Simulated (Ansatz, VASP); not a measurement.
# Ge in VASP and in Ansatz

```
Ge
1.0
     2.83743    2.83743    0.00000
    -2.83743    2.83743    0.00000
     0.00000    0.00000    5.67485
Ge
4
Direct
  0.00000 0.00000 0.50000
  0.50000 0.50000 0.00000
  0.50000 0.00000 0.75000
  0.00000 0.50000 0.25000
```

Alike in both runs: task relaxation of cell and atoms; functional PBEsol; k mesh 10 × 10 × 8; occupations gaussian, width 0.1 eV; no spin polarisation.

|  | VASP | Ansatz |
| --- | --- | --- |
| version | VASP 6.6.1 | Ansatz 0.2.0 |
| potentials or method | VASP PAW PBE potentials, release 64 (Ge_d), cutoff 600 eV | scalar-relativistic, plane waves, PAW |
| valence electrons in the cell | 56 | 56 |

|  | VASP | Ansatz | Ansatz less VASP |
| --- | --- | --- | --- |
| gap on the k mesh at the Fermi level, each at its own relaxed structure (eV) | none | none | - |
| relaxed volume (Å³/atom) | 22.84 | 22.84 | 0.000 |
| relaxed length of the cell vector where the two differ most in proportion (Å) | 4.013 | 4.013 | 0.0000 |

VASP's potentials were made for PBE, not for PBEsol. A gap of «none» marks a metal or a gap that the smearing closes.

Noted on VASP's run: the relaxation stopped at its first step, so nothing moved.
